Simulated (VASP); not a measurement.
# Ti2Te2S (P-3m1) in VASP: further runs, part 2 of 2

VASP 6.6.1. The steps go on from the part before.

### Step 3. Single point, PBE (volume scaled by 1.03, then relaxed in part)

Input file INCAR:

```
  PREC = Accurate
  ENCUT = 500
  EDIFF = 1E-6
  ISMEAR = 0
  SIGMA = 0.1
  LREAL = F
  LASPH = T
  NELM = 120
  ALGO = Normal
  ISIF = 2
  LWAVE = F
  LCHARG = F
  GGA = PE
  NBANDS = 29
  GGA_COMPAT = F
```

Input file KPOINTS:

```
Automatic mesh
0
Gamma
  12 12 4
```

Input file POSCAR:

```
Ti2Te2S
1.0
    3.6216311305      0.0000000000      0.0000000000
   -1.8108155652      3.1364245621      0.0000000000
    0.0000000000      0.0000000000     10.4914694144
Ti Te S
2 2 1
Direct
    0.6666666667      0.3333333333      0.8789444749
    0.3333333333      0.6666666667      0.1210555251
    0.3333333333      0.6666666667      0.7007941569
    0.6666666667      0.3333333333      0.2992058431
    0.0000000000      0.0000000000      0.0000000000
```

Potentials or basis: VASP PAW PBE potentials, release 64 (Ti_sv, Te, S).

Run with:

```sh
> cat potpaw_PBE.64/Ti_sv/POTCAR potpaw_PBE.64/Te/POTCAR potpaw_PBE.64/S/POTCAR > POTCAR
> mpirun -np 1 vasp_std > vasp.out
```

OUTCAR:

```text
PREC = Accurate
   ENCUT = 500
   EDIFF = 1E-6
   ISMEAR = 0
   LREAL = F
   LASPH = T
   NELM = 120
   ISIF = 2
   GGA = PE

 ion  position               nearest neighbor table
   1  0.667  0.333  0.879-   5 2.45   5 2.45   5 2.45   3 2.80   3 2.80   3 2.80
   2  0.333  0.667  0.121-   5 2.45   5 2.45   5 2.45   4 2.80   4 2.80   4 2.80
   3  0.333  0.667  0.701-   1 2.80   1 2.80   1 2.80
   4  0.667  0.333  0.299-   2 2.80   2 2.80   2 2.80
   5  0.000  0.000  0.000-   1 2.45   2 2.45   2 2.45   1 2.45   1 2.45   2 2.45

  LATTYP: Found a hexagonal cell.
 ALAT       =     3.6216311305
 C/A-ratio  =     2.8968906651

  Lattice vectors:

 A1 = (   3.6216311305,   0.0000000000,   0.0000000000)
 A2 = (  -1.8108155652,   3.1364245621,   0.0000000000)
 A3 = (   0.0000000000,   0.0000000000,  10.4914694144)

Analysis of symmetry for initial positions (statically):
=====================================================================
 Subroutine PRICEL returns:
 Original cell was already a primitive cell.

 Routine SETGRP: Setting up the symmetry group for a
 hexagonal supercell.

 Subroutine GETGRP returns: Found 12 space group operations
 (whereof 12 operations were pure point group operations)
 out of a pool of 24 trial point group operations.

The static configuration has the point symmetry D_3d.

Analysis of symmetry for dynamics (positions and initial velocities):
=====================================================================
 Subroutine PRICEL returns:
 Original cell was already a primitive cell.

 Routine SETGRP: Setting up the symmetry group for a
 hexagonal supercell.

 Subroutine GETGRP returns: Found 12 space group operations
 (whereof 12 operations were pure point group operations)
 out of a pool of 24 trial point group operations.

The dynamic configuration has the point symmetry D_3d.
[... 117 lines left out ...]
   NUPDOWN=      -1.0000    fix difference up-down
   EMIN   =  10.00;   EMAX   =-10.00  energy-range for DOS
   EFERMI =   0.00;   METHOD = LEGACY
   ISMEAR =     0;   SIGMA  =   0.10  broadening in eV -4-tet -1-fermi 0-gaus
   EFERMI_NEDOS =   21; number of points for ismear=-14 and -15
   IALGO  =     38    algorithm
   IMIX   =      4    mixing-type and parameters
     AMIX     =   0.40;   BMIX     =  1.00
     AMIX_MAG =   1.60;   BMIX_MAG =  1.00
  volume/ion in A,a.u.               =      23.83       160.84
  Fermi-wavevector in a.u.,A,eV,Ry     =   1.156377  2.185236 18.193818  1.337208
  Thomas-Fermi vector in A             =   2.292998
   LORBIT       =      0    0 simple, 1 ext, 2 COOP (PROOUT), +10 PAW based schemes
   GGA     = PE    functional components
   LHFCALC =     F    Hartree Fock is set to
   AEXX    =    0.0000 exact exchange contribution
   IVDW    =     0    specifies the selected vdW correction
   LEPSILON=     F    determine dielectric tensor
   LRPA    =     F    only Hartree local field effects (RPA)
 non-spin polarized calculation
 Gauss-broadening in eV      SIGMA  =   0.10
  energy-cutoff  :      500.00
  volume of cell :      119.17
 maximum number of plane-waves:      3080
 NGX is ok and might be reduce to    28
   NGX = 13   NGY = 13   NGZ = 39

 number of electron      42.0000007 magnetization

 Free energy of the ion-electron system (eV)
  ---------------------------------------------------
  ext. energy  EPLUGINS =         0.00000000
  ---------------------------------------------------
  free energy    TOTEN  =       -31.08274297 eV

  energy without entropy =      -31.07598219  energy(sigma->0) =      -31.07936258

 E-fermi :   6.8411     XC(G=0):  -9.7901

 val. band max:        6.8192669674   @ k =   0.2500   0.2500   0.0000
 cond. band min:       6.9656427021   @ k =   0.1667   0.0833   0.2500
 fundamental gap:      0.1463757347
 Fermi energy:         6.8410564476

 k-point     1 :       0.0000    0.0000    0.0000
  band No.  band energies     occupation
      1     -50.6012      2.00000
      2     -50.5858      2.00000
      3     -26.8986      2.00000
      4     -26.8876      2.00000
      5     -26.8876      2.00000
      6     -26.8676      2.00000
[... 757 lines left out ...]
     28       8.9234      0.00000
     29       9.6054      0.00000

 [... further k-points ...]
[... 5 lines left out ...]
  --------------------------------------------------------------------------------------
  -------------------------------------------------------------------------------------
  Total       -0.1481406     -0.1481406     -0.0901855     -0.0000000     -0.0000000     -0.0000000
  in kB       -1.9916328     -1.9916328     -1.2124732     -0.0000000     -0.0000000     -0.0000000
  external PRESSURE =      -1.7319130 kB  Pullay stress =       0.0000000 kB

 VOLUME and BASIS-vectors are now :
 -----------------------------------------------------------------------------
  energy-cutoff  :      500.00
  volume of cell :      119.17
      direct lattice vectors                 reciprocal lattice vectors
     3.621631130  0.000000000  0.000000000     0.276118678  0.159417193  0.000000000
    -1.810815565  3.136424562  0.000000000     0.000000000  0.318834386  0.000000000
     0.000000000  0.000000000 10.491469414     0.000000000  0.000000000  0.095315533

 POSITION                                       TOTAL-FORCE (eV/Angst)
 -----------------------------------------------------------------------------------
      1.81082      1.04547      9.22142         0.000000     -0.000000     -0.007086
     -0.00000      2.09095      1.27005        -0.000000      0.000000      0.007086
     -0.00000      2.09095      7.35236         0.000000     -0.000000     -0.005480
      1.81082      1.04547      3.13911        -0.000000      0.000000      0.005480
      0.00000      0.00000      0.00000         0.000000      0.000000     -0.000000
 -----------------------------------------------------------------------------------
    total drift:                                0.000000     -0.000000     -0.000000

  FREE ENERGIE OF THE ION-ELECTRON SYSTEM (eV)
  ---------------------------------------------------
  free  energy   TOTEN  =       -31.0827429660 eV

  energy  without entropy=      -31.0759821871  energy(sigma->0) =      -31.07936258
```

OSZICAR:

```text
N       E                     dE             d eps       ncg     rms          rms(c)
DAV:   1     0.432462630988E+03    0.43246E+03   -0.19285E+04  4018   0.139E+03
DAV:   2     0.227732893646E+02   -0.40969E+03   -0.39849E+03  4172   0.410E+02
DAV:   3    -0.290853647989E+02   -0.51859E+02   -0.50561E+02  6531   0.127E+02
DAV:   4    -0.344300823677E+02   -0.53447E+01   -0.53156E+01  6200   0.350E+01
DAV:   5    -0.347809289917E+02   -0.35085E+00   -0.35071E+00  5769   0.771E+00    0.176E+01
DAV:   6    -0.326848341439E+02    0.20961E+01   -0.40572E+01  5511   0.410E+01    0.120E+01
DAV:   7    -0.312477530087E+02    0.14371E+01   -0.11338E+01  5546   0.243E+01    0.631E+00
DAV:   8    -0.310952401032E+02    0.15251E+00   -0.92115E-01  5135   0.614E+00    0.266E+00
DAV:   9    -0.310912683297E+02    0.39718E-02   -0.23138E-01  6087   0.260E+00    0.121E+00
DAV:  10    -0.310822545120E+02    0.90138E-02   -0.55938E-02  5562   0.184E+00    0.662E-01
DAV:  11    -0.310826968232E+02   -0.44231E-03   -0.31844E-03  5030   0.430E-01    0.459E-01
DAV:  12    -0.310827219924E+02   -0.25169E-04   -0.12155E-03  5916   0.248E-01    0.197E-01
DAV:  13    -0.310827424344E+02   -0.20442E-04   -0.20836E-04  5135   0.797E-02    0.469E-02
DAV:  14    -0.310827368910E+02    0.55434E-05   -0.64207E-05  5485   0.563E-02    0.284E-02
DAV:  15    -0.310827417200E+02   -0.48290E-05   -0.14419E-05  3980   0.176E-02    0.595E-03
DAV:  16    -0.310827428277E+02   -0.11077E-05   -0.33766E-06  4058   0.130E-02    0.427E-03
DAV:  17    -0.310827429660E+02   -0.13828E-06   -0.46176E-07  2743   0.556E-03
   1 F= -.31082743E+02 E0= -.31079363E+02  d E =-.676078E-02
```

Run time: 1.8 min. Hardware: 1 thread of Intel Xeon 6975P-C (Granite Rapids), shared host; peak memory 0.38 GiB.

What came out:

```yaml
Free_energy: -31.0827 eV
Pressure: -0.2 GPa
Largest_force: 0.007 eV/Å
Band_gap_on_the_k_mesh: zero (band 21 reaches 7.24 eV, above the bottom of band 22 at 6.77 eV)
```

Forces on the atoms (eV/Å):
```
Ti   0.000  0.000 -0.007
Ti   0.000  0.000  0.007
Te   0.000  0.000 -0.005
Te   0.000  0.000  0.005
S    0.000  0.000  0.000
```

Caveat: spin-orbit coupling is left out, which moves the levels of the heavy elements; this functional lacks dispersion, which binds the layers, so the pressure and a relaxed spacing across them are unreliable.

### Step 4. Single point, PBE (volume scaled by 1.06, then relaxed in part)

Input file INCAR:

```
SYSTEM = Ti2Te2S
  PREC = Accurate
  ENCUT = 500
  EDIFF = 1E-6
  ISMEAR = 0
  SIGMA = 0.1
  LREAL = .FALSE.
  LASPH = .TRUE.
  NELM = 120
  ALGO = Normal
  ISIF = 2
  LWAVE = .FALSE.
  LCHARG = .FALSE.
  GGA = PE
  NBANDS = 29
  GGA_COMPAT = .FALSE.
```

Input file KPOINTS:

```
Automatic mesh
0
G
  12 12 4
  0 0 0
```

Input file POSCAR:

```
Ti2Te2S
1.0
    3.6220184620      0.0000000000      0.0000000000
   -1.8110092310      3.1367600011      0.0000000000
    0.0000000000      0.0000000000     10.7947370871
Ti Te S
2 2 1
Direct
    0.6666666667      0.3333333333      0.8823726921
    0.3333333333      0.6666666667      0.1176273079
    0.3333333333      0.6666666667      0.7092190392
    0.6666666667      0.3333333333      0.2907809608
    0.0000000000      0.0000000000      0.0000000000
```

Run with:

```sh
> cat potpaw_PBE.64/Ti_sv/POTCAR potpaw_PBE.64/Te/POTCAR potpaw_PBE.64/S/POTCAR > POTCAR
> mpirun -np 1 vasp_std > vasp.out
```

It took 2 min on 1 thread of Intel Xeon 6975P-C (Granite Rapids), shared host; peak memory 0.37 GiB.

The run converged. Its results:

```yaml
Free_energy: -31.0795 eV
Pressure: -0.2 GPa
Largest_force: 0.008 eV/Å
Band_gap_on_the_k_mesh: zero (band 21 reaches 6.91 eV, above the bottom of band 22 at 6.45 eV)
```

Forces in eV/Å, atoms in the order of the input:
```
Ti   0.000  0.000 -0.008
Ti   0.000  0.000  0.008
Te   0.000  0.000 -0.004
Te   0.000  0.000  0.004
S    0.000  0.000  0.000
```

Stress tensor (GPa, compression positive):
```
-0.22  0.00  0.00
 0.00 -0.22  0.00
 0.00  0.00 -0.14
```

Levels at points of the mesh, in eV from the Fermi level:
```csv
k point,band 18,band 19,band 20,band 21,band 22,band 23,band 24,band 25
"(0.00, 0.00, 0.00)",-0.88,-0.50,-0.50,-0.15,0.82,0.82,0.96,0.96
"(0.50, 0.00, 0.00)",-2.11,-1.36,-1.16,-0.95,1.01,1.02,1.08,1.29
"(0.00, 0.00, 0.50)",-0.87,-0.50,-0.50,-0.05,0.81,0.81,0.96,0.96
"(0.50, 0.00, 0.50)",-2.03,-1.36,-1.18,-0.93,1.01,1.02,1.07,1.27
```

Caveat: spin-orbit coupling is left out, which moves the levels of the heavy elements; this functional lacks dispersion, which binds the layers, so the pressure and a relaxed spacing across them are unreliable.

### Step 5. Overview

```tsv
cell	gap on the mesh (eV)	pressure (GPa)	largest force (eV/Å)
a = 3.618, b = 3.618, c = 10.205 Å, angles 90.0, 90.0, 120.0°, 5 atoms	none	0.0	0.01
a = 3.622, b = 3.622, c = 10.491 Å, angles 90.0, 90.0, 120.0°, 5 atoms	none	-0.2	0.01
a = 3.622, b = 3.622, c = 10.795 Å, angles 90.0, 90.0, 120.0°, 5 atoms	none	-0.2	0.01
```

Alike in all rows: task single point; level PBE; potentials or basis VASP PAW PBE potentials, release 64 (Ti_sv, Te, S); no spin polarisation; k mesh 12 × 12 × 4; cutoff (eV) 500; smearing gaussian 0.1 eV.

Caveats: spin-orbit coupling is left out, which moves the levels of the heavy elements; this functional lacks dispersion, which binds the layers, so the pressure and a relaxed spacing across them are unreliable.

Absolute energies hang on the potentials; compare differences alone.
